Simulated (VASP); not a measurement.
# NaTa6 in VASP: further runs

NaTa6 is run at these levels: PBEsol; tasks: single point.

Program: VASP 6.6.1. These are calculated values, not measurements. Logs are shortened: lines on timing, memory, paths and dates and some standing lists are left out, and cuts for length are marked.

**1. The cell of the first run**

The cell holds a slab with vacuum, 7 atoms: a = 4.639 Å, b = 4.639 Å, c = 19.944 Å, α = 90.00°, β = 90.00°, γ = 120.00°.

**2. Single point, PBEsol**

File INCAR:

```
SYSTEM = NaTa6
  ALGO = Normal
  DIPOL = 0.5 0.5 0.348
  EDIFF = 1E-6
  ENCUT = 520
  GGA = PS
  IDIPOL = 3
  ISIF = 2
  ISMEAR = 0
  LASPH = .True.
  LCHARG = .False.
  LDIPOL = .True.
  LREAL = .False.
  LWAVE = .False.
  NBANDS = 46
  NELM = 60
  PREC = Accurate
  SIGMA = 0.1
```

File KPOINTS:

```
k-points
0
Gamma
  6 6 1
  0 0 0
```

File POSCAR:

```
NaTa6
1.0
    4.6392671641      0.0000000000      0.0000000000
   -2.3196335821      4.0177232191      0.0000000000
    0.0000000000      0.0000000000     19.9438808552
Ta Na
6 1
Direct
    0.6666666667      0.3333333333      0.2005627706
    0.3333333333      0.6666666667      0.2480453268
    0.0000000000      0.0000000000      0.2955278831
    0.6666666667      0.3333333333      0.3400187737
    0.3333333333      0.6666666667      0.3814681521
    0.0000000000      0.0000000000      0.4233820346
    0.1111111111      0.4444444444      0.5449632369
```

Potentials or basis: VASP PAW PBE potentials, release 64 (Ta_pv, Na_pv).

Started as:

```
cat potpaw_PBE.64/Ta_pv/POTCAR potpaw_PBE.64/Na_pv/POTCAR > POTCAR
mpirun -np 1 vasp_std > vasp.out
```

OUTCAR:

```text
SYSTEM = NaTa6
   EDIFF = 1E-6
   ENCUT = 520
   GGA = PS
   ISIF = 2
   ISMEAR = 0
   LASPH = .True.
   LREAL = .False.
   NELM = 60
   PREC = Accurate

 ion  position               nearest neighbor table
   1  0.667  0.333  0.201-   4 2.78   2 2.84   2 2.84   2 2.84   3 3.28   3 3.28   3 3.28
   2  0.333  0.667  0.248-   5 2.66   1 2.84   1 2.84   3 2.84   1 2.84   3 2.84   3 2.84   4 3.25
                             4 3.25   4 3.25
   3  0.000  0.000  0.296-   6 2.55   4 2.82   4 2.82   4 2.82   2 2.84   2 2.84   2 2.84   5 3.18
                             5 3.18   5 3.18   1 3.28   1 3.28   1 3.28
   4  0.667  0.333  0.340-   1 2.78   5 2.80   5 2.80   5 2.80   3 2.82   3 2.82   3 2.82   6 3.15
                             6 3.15   6 3.15   2 3.25   2 3.25   2 3.25
   5  0.333  0.667  0.381-   2 2.66   4 2.80   4 2.80   4 2.80   6 2.81   6 2.81   6 2.81   3 3.18
                             3 3.18   3 3.18
   6  0.000  0.000  0.423-   3 2.55   5 2.81   5 2.81   5 2.81   7 3.06   4 3.15   4 3.15   4 3.15

   7  0.111  0.444  0.545-   6 3.06

  LATTYP: Found a hexagonal cell.
 ALAT       =     4.6392671641
 C/A-ratio  =     4.2989291519

  Lattice vectors:

 A1 = (   4.6392671641,   0.0000000000,   0.0000000000)
 A2 = (  -2.3196335821,   4.0177232191,   0.0000000000)
 A3 = (   0.0000000000,   0.0000000000,  19.9438808552)

Analysis of symmetry for initial positions (statically):
=====================================================================
 Subroutine PRICEL returns:
 Original cell was already a primitive cell.

 Routine SETGRP: Setting up the symmetry group for a
 hexagonal supercell.

 Subroutine GETGRP returns: Found  1 space group operations
 (whereof  1 operations were pure point group operations)
 out of a pool of 24 trial point group operations.

The static configuration has the point symmetry C_1 .

Analysis of symmetry for dynamics (positions and initial velocities):
=====================================================================
 Subroutine PRICEL returns:
 Original cell was already a primitive cell.

 Routine SETGRP: Setting up the symmetry group for a
 hexagonal supercell.

 Subroutine GETGRP returns: Found  1 space group operations
 (whereof  1 operations were pure point group operations)
 out of a pool of 24 trial point group operations.

The dynamic configuration has the point symmetry C_1 .

 Subroutine INISYM returns: Found  1 space group operations
 (whereof  1 operations are pure point group operations),
 and found     1 'primitive' translations
[... 111 lines left out ...]
   NELECT =      73.0000    total number of electrons
   NUPDOWN=      -1.0000    fix difference up-down
   EMIN   =  10.00;   EMAX   =-10.00  energy-range for DOS
   EFERMI =   0.00;   METHOD = LEGACY
   ISMEAR =     0;   SIGMA  =   0.10  broadening in eV -4-tet -1-fermi 0-gaus
   EFERMI_NEDOS =   21; number of points for ismear=-14 and -15
   IALGO  =     38    algorithm
   IMIX   =      4    mixing-type and parameters
     AMIX     =   0.40;   BMIX     =  1.00
     AMIX_MAG =   1.60;   BMIX_MAG =  1.00
  volume/ion in A,a.u.               =      53.11       358.37
  Fermi-wavevector in a.u.,A,eV,Ry     =   0.951560  1.798187 12.319614  0.905466
  Thomas-Fermi vector in A             =   2.080041
   LORBIT       =      0    0 simple, 1 ext, 2 COOP (PROOUT), +10 PAW based schemes
   GGA     = PS    functional components
   LHFCALC =     F    Hartree Fock is set to
   AEXX    =    0.0000 exact exchange contribution
   IVDW    =     0    specifies the selected vdW correction
   LEPSILON=     F    determine dielectric tensor
   LRPA    =     F    only Hartree local field effects (RPA)
 non-spin polarized calculation
 Gauss-broadening in eV      SIGMA  =   0.10
  energy-cutoff  :      520.00
  volume of cell :      371.74
 maximum number of plane-waves:     10037
 NGX is ok and might be reduce to    36
   NGX = 17   NGY = 17   NGZ = 75

 dipolmoment           0.000000      0.000000      0.131452 electrons x Angstroem

 number of electron      73.0000010 magnetization

 dipolmoment           0.000000      0.000000     -0.121092 electrons x Angstroem

 Free energy of the ion-electron system (eV)
  ---------------------------------------------------
  ext. energy  EPLUGINS =         0.00000000
  ---------------------------------------------------
  free energy    TOTEN  =       -69.79874000 eV

  energy without entropy =      -69.76158116  energy(sigma->0) =      -69.78016058

 E-fermi :  -0.0997     XC(G=0):  -5.4631

 val. band max:       -0.1591228988   @ k =   0.5000   0.5000   0.0000
 cond. band min:      -0.0545836649   @ k =  -0.3333   0.3333   0.0000
 fundamental gap:      0.1045392339
 Fermi energy:        -0.0996684029

 k-point     1 :       0.0000    0.0000    0.0000
  band No.  band energies     occupation
      1     -34.8333      2.00000
      2     -34.6286      2.00000
      3     -34.5253      2.00000
      4     -34.5240      2.00000
      5     -34.3338      2.00000
      6     -34.3310      2.00000
[... 969 lines left out ...]
     45       1.7007      0.00000
     46       2.3862      0.00000

------------------------ aborting loop because EDIFF is reached ----------------------------------------

 vacuum level on the upper side and lower side of the slab       (xc-potential included)        -1.033         0.261

  FORCE on cell =-STRESS in cart. coord.  units (eV):
  Direction    XX          YY          ZZ          XY          YZ          ZX
  --------------------------------------------------------------------------------------
  -------------------------------------------------------------------------------------
  Total       -5.4076451     -4.8671248     -3.3130988     -0.3019639      0.8275807     -0.3288037
  in kB      -23.3066415    -20.9770299    -14.2792666     -1.3014470      3.5668254     -1.4171251
  external PRESSURE =     -19.5209793 kB  Pullay stress =       0.0000000 kB

 VOLUME and BASIS-vectors are now :
 -----------------------------------------------------------------------------
  energy-cutoff  :      520.00
  volume of cell :      371.74
      direct lattice vectors                 reciprocal lattice vectors
     4.639267164  0.000000000  0.000000000     0.215551285  0.124448593  0.000000000
    -2.319633582  4.017723219  0.000000000     0.000000000  0.248897185  0.000000000
     0.000000000  0.000000000 19.943880855     0.000000000  0.000000000  0.050140693

 POSITION                                       TOTAL-FORCE (eV/Angst)
 -----------------------------------------------------------------------------------
      2.31963      1.33924      4.00000         0.002311      0.007452      1.761306
     -0.00000      2.67848      4.94699        -0.005362     -0.001314     -0.032568
      0.00000      0.00000      5.89397         0.012528      0.004737     -1.850954
      2.31963      1.33924      6.78129         0.020816      0.009257      0.073666
     -0.00000      2.67848      7.60796        -0.005200     -0.045410      0.194812
      0.00000      0.00000      8.44388         0.088265     -0.323670     -0.146614
     -0.51547      1.78565     10.86868        -0.113358      0.348948      0.000353
 -----------------------------------------------------------------------------------
    total drift:                                0.000021      0.000004      0.000501

  FREE ENERGIE OF THE ION-ELECTRON SYSTEM (eV)
  ---------------------------------------------------
  free  energy   TOTEN  =       -69.7987400044 eV

  energy  without entropy=      -69.7615811574  energy(sigma->0) =      -69.78016058

 vacuum level on the upper side and lower side of the slab         1.756         3.082
```

OSZICAR:

```text
N       E                     dE             d eps       ncg     rms          rms(c)
DAV:   1     0.605631830855E+03    0.60563E+03   -0.39788E+04  2328   0.138E+03
DAV:   2    -0.394698473961E+02   -0.64510E+03   -0.63270E+03  2040   0.376E+02
DAV:   3    -0.757390351820E+02   -0.36269E+02   -0.34447E+02  2292   0.824E+01
[... 21 lines left out ...]
DAV:  25    -0.697987239493E+02   -0.17384E-04   -0.81633E-06  1868   0.109E-02    0.256E-03
DAV:  26    -0.697987307960E+02   -0.68467E-05   -0.19421E-06  1552   0.628E-03    0.123E-03
DAV:  27    -0.697987381299E+02   -0.73338E-05   -0.13681E-06  1526   0.303E-03    0.119E-03
DAV:  28    -0.697987395486E+02   -0.14188E-05   -0.42791E-07  1404   0.260E-03    0.436E-04
DAV:  29    -0.697987400044E+02   -0.45576E-06   -0.11653E-07  1356   0.107E-03
   1 F= -.69798740E+02 E0= -.69780161E+02  d E =-.371588E-01
```

stdout:

```text
POSCAR found type information on POSCAR TaNa
 POSCAR found :  2 types and       7 ions
 scaLAPACK will be used
 -----------------------------------------------------------------------------
|                                                                             |
|                                                                             |
|     You enforced a specific xc type in the INCAR file but a different       |
|     I HOPE YOU KNOW WHAT YOU ARE DOING!                                     |
|                                                                             |
 -----------------------------------------------------------------------------

 LDA part: xc-table for (Slater+PW92), standard interpolation
 POSCAR, INCAR and KPOINTS ok, starting setup
 FFT: planning ... GRIDC
 FFT: planning ... GRID_SOFT
 FFT: planning ... GRID
 WAVECAR not read
 entering main loop
```

Wall time 12 min (1 thread of Intel Xeon Platinum 8488C (Sapphire Rapids), shared host); peak memory 0.6 GiB.

What came out:

- Free energy: -69.7987 eV
- Largest force: 1.851 eV/Å
- Band gap on the k mesh: zero (an odd number of electrons rules out a gap without spin polarisation)

Forces in eV/Å, atoms in the order of the input:
```
Ta   0.002  0.007  1.761
Ta  -0.005 -0.001 -0.033
Ta   0.013  0.005 -1.851
Ta   0.021  0.009  0.074
Ta  -0.005 -0.045  0.195
Ta   0.088 -0.324 -0.147
Na  -0.113  0.349  0.000
```

Levels at points of the mesh, in eV from the Fermi level:
```
           k point  band 33  band 34  band 35  band 36  band 37  band 38  band 39  band 40
(0.00, 0.00, 0.00)    -1.02    -0.97    -0.95    -0.41    -0.40     0.15     0.22     0.23
(0.50, 0.00, 0.00)    -1.16    -0.96    -0.71    -0.30    -0.07     0.08     0.83     1.08
(0.00, 0.50, 0.00)    -1.15    -0.96    -0.73    -0.29    -0.07     0.08     0.80     1.07
(0.50, 0.50, 0.00)    -1.16    -0.96    -0.73    -0.30    -0.06     0.07     0.82     1.06
```

Caveat: the PAW data sets were made with another functional, which shifts forces and pressure a little; spin-orbit coupling is left out, which moves the levels of the heavy elements.

**3. Single point, PBEsol**

File INCAR:

```
SYSTEM = NaTa6
  PREC = Accurate
  ENCUT = 520
  EDIFF = 1E-6
  ISMEAR = 0
  SIGMA = 0.1
  LREAL = .FALSE.
  LASPH = .TRUE.
  NELM = 60
  ALGO = Normal
  ISIF = 2
  LWAVE = .FALSE.
  LCHARG = .TRUE.
  LDIPOL = .TRUE.
  IDIPOL = 3
  DIPOL = 0.5 0.5 0.347
  GGA = PS
  LELF = .TRUE.
  LVHAR = .TRUE.
  LVACPOTAV = .TRUE.
  NBANDS = 46
```

File KPOINTS:

```
Automatic mesh
0
G
  6 6 1
  0 0 0
```

Edit POSCAR of step 2 so:

```diff
@@ -14,2 +14,2 @@
     0.0000000000      0.0000000000      0.4233820346
-    0.1111111111      0.4444444444      0.5449632369
+    0.4444444444      0.1111111111      0.5376657068
```

Potentials or basis: VASP PAW PBE potentials, release 64 (Ta_pv, Na_pv).

Started as:

```
cat potpaw_PBE.64/Ta_pv/POTCAR potpaw_PBE.64/Na_pv/POTCAR > POTCAR
mpirun -np 1 vasp_std > vasp.out
```

It took 11 min on 1 thread of Intel Xeon Platinum 8488C (Sapphire Rapids), shared host; peak memory 0.62 GiB.

The run converged. Its results:

```yaml
Free_energy: -69.8395 eV
Largest_force: 1.834 eV/Å
Band_gap_on_the_k_mesh: zero (an odd number of electrons rules out a gap without spin polarisation)
```

Forces in eV/Å, atoms in the order of the input:
```
Ta   0.003 -0.008  1.741
Ta   0.008  0.009 -0.039
Ta  -0.013 -0.015 -1.833
Ta  -0.017 -0.036  0.135
Ta  -0.024  0.007  0.376
Ta  -0.453 -0.154 -0.404
Na   0.495  0.196  0.023
```

Levels at points of the mesh, in eV from the Fermi level:
```csv
k point,band 33,band 34,band 35,band 36,band 37,band 38,band 39,band 40
"(0.00, 0.00, 0.00)",-1.00,-0.98,-0.97,-0.42,-0.41,0.15,0.22,0.23
"(0.50, 0.00, 0.00)",-1.13,-0.97,-0.74,-0.30,-0.07,0.06,0.81,1.04
"(0.00, 0.50, 0.00)",-1.14,-0.96,-0.71,-0.30,-0.08,0.08,0.83,1.08
"(0.50, 0.50, 0.00)",-1.14,-0.97,-0.73,-0.30,-0.07,0.07,0.81,1.06
```

Caveat: the PAW data sets were made with another functional, which shifts forces and pressure a little; spin-orbit coupling is left out, which moves the levels of the heavy elements.

The gap in the log of VASP goes by the Fermi energy; the results here count the filled bands.